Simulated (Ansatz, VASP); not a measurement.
## Two plane-wave programs on Mg3TeSe2

```
Mg Te Se
1.0
     3.89063    0.00000    0.00000
     0.00000    3.89063    0.00000
     0.00000    0.00000   11.73870
Mg Te Se
3 1 2
Direct
  0.50000 0.50000 0.00000
  0.00000 0.50000 0.40464
  0.50000 0.00000 0.59536
  0.00000 0.00000 0.00000
  0.00000 0.50000 0.63030
  0.50000 0.00000 0.36970
```

Change from the starting cell: species swapped into the Zr2CuSb3 type (P-4m2, No. 115).

Alike in both runs: functional PBE; k mesh 10 × 10 × 4; occupations gaussian, width 0.01 eV; no spin polarisation.

Ansatz relaxed the structure, and its values are those at the end. VASP's run is a single point on that final structure, the one shown.

```csv
,VASP,Ansatz
version,VASP 6.6.1,Ansatz 0.2.0
potentials or method,"VASP PAW PBE potentials, release 64 (Mg, Te, Se), cutoff 520 eV","scalar-relativistic, plane waves, PAW"
valence electrons in the cell,24,78
```

|  | VASP | Ansatz | Ansatz less VASP |
| --- | --- | --- | --- |
| gap on the k mesh at the Fermi level (eV) | 0.27 | 0.30 | +0.029 |
| least direct gap on the mesh (eV) | 0.46 | 0.48 | +0.022 |
| pressure (GPa) | 0.0 | 0.0 | +0.04 |
| rms of the force components (eV/Å) | 0.004 | 0.002 | -0.0022 |

VASP's potentials hold 24 valence electrons a cell and Ansatz's 78, so a difference there can come from the potentials and not from the codes.

Neither program's run includes spin-orbit coupling.
